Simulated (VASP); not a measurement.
Here is a VASP 6.6.1 calculation.

File INCAR:

```
SYSTEM = CO2
PREC = Accurate
ENCUT = 600
EDIFF = 1E-7
ISMEAR = 0
SIGMA = 0.01
LREAL = .FALSE.
LASPH = .TRUE.
NELM = 100
ALGO = Normal
ISIF = 4
LWAVE = .FALSE.
LCHARG = .FALSE.
GGA = PS
IBRION = 2
NSW = 80
EDIFFG = -0.01
```

The input KPOINTS:

```
Automatic mesh
0
G
  5 5 4
  0 0 0
```

The input POSCAR:

```
CO2
1.0
    3.5161000000      0.0000000000      0.0000000000
    0.0000000000      3.5161000000      0.0000000000
    0.0000000000      0.0000000000      4.1043000000
C O
2 4
Direct
    0.0000000000      0.0000000000      0.0000000000
    0.5000000000      0.5000000000      0.5000000000
    0.2300000000      0.2300000000      0.0000000000
    0.2700000000      0.7300000000      0.5000000000
    0.7700000000      0.7700000000      0.0000000000
    0.7300000000      0.2700000000      0.5000000000
```

Potentials or basis: VASP PAW PBE potentials, release 64 (C, O).

Command:

```console
$ cat potpaw_PBE.64/C/POTCAR potpaw_PBE.64/O/POTCAR > POTCAR
$ mpirun -np 1 vasp_std > vasp.out
```

(1) What does it give for the band gap on the k mesh?

Results:

(1) 5.53 eV, indirect (least direct gap 6.44 eV).
